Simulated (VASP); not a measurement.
Set up this calculation in VASP 6.6.1, as the native input.

```
Task                   : single point
Functional             : PBE
Potentials or basis    : VASP PAW PBE potentials, release 64 (Sm_3, Nb_sv, S), 4f in core
Cutoff                 : 500 eV
k mesh                 : 4 × 4 × 4
Occupations            : gaussian, width 0.1 eV
Spin                   : no spin polarisation
Dipole correction      : no
Mended                 : yes
Further INCAR settings : ALGO = Normal; EDIFF = 1e-06; NBANDS = 29
```

The structure of SmNbS3 lies in POSCAR:

```
SmNbS3
1.0
    4.9484067900      0.0000000000      0.0000000000
    0.0000000000      4.9484067900      0.0000000000
    0.0000000000      0.0000000000      4.9484067900
Sm Nb S
1 1 3
Direct
    0.5000000000      0.5000000000      0.5000000000
    0.0000000000      0.0000000000      0.0000000000
    0.0000000000      0.5000000000      0.5000000000
    0.5000000000      0.0000000000      0.5000000000
    0.5000000000      0.5000000000      0.0000000000
```

The cell was built from a structure type or drawn by symmetry, and may not be a known phase.

One way to write it, as run:

INCAR

```
  PREC = Accurate
  ENCUT = 500
  EDIFF = 1E-6
  ISMEAR = 0
  SIGMA = 0.1
  LREAL = False
  LASPH = True
  NELM = 200
  ALGO = Normal
  ISIF = 2
  LWAVE = False
  LCHARG = False
  GGA = PE
  NBANDS = 29
  GGA_COMPAT = False
  LMAXMIX = 6
```

KPOINTS

```
regular mesh
0
Gamma
  4 4 4
```

Potentials or basis: VASP PAW PBE potentials, release 64 (Sm_3, Nb_sv, S), 4f in core.

Launch:

```bash
$ cat potpaw_PBE.64/Sm_3/POTCAR potpaw_PBE.64/Nb_sv/POTCAR potpaw_PBE.64/S/POTCAR > POTCAR
$ mpirun -np 1 vasp_std > vasp.out
```

Results of the run:

```json
{"Pressure": "10.7 GPa", "Band gap on the k mesh": "zero (bands 21 and 22 overlap by 0.45 eV)"}
```

Caveat: the cell stands under pressure; spin-orbit coupling is left out, which moves the levels of the heavy elements; the 4f electrons are frozen in the core, so they carry no moment and show no levels; the run has no spin polarisation, though such a crystal can be magnetic.

It took 28 s on 1 thread of Intel(R) Xeon(R) Platinum 8488C (Sapphire Rapids) (shared host), peak memory 0.22 GiB.
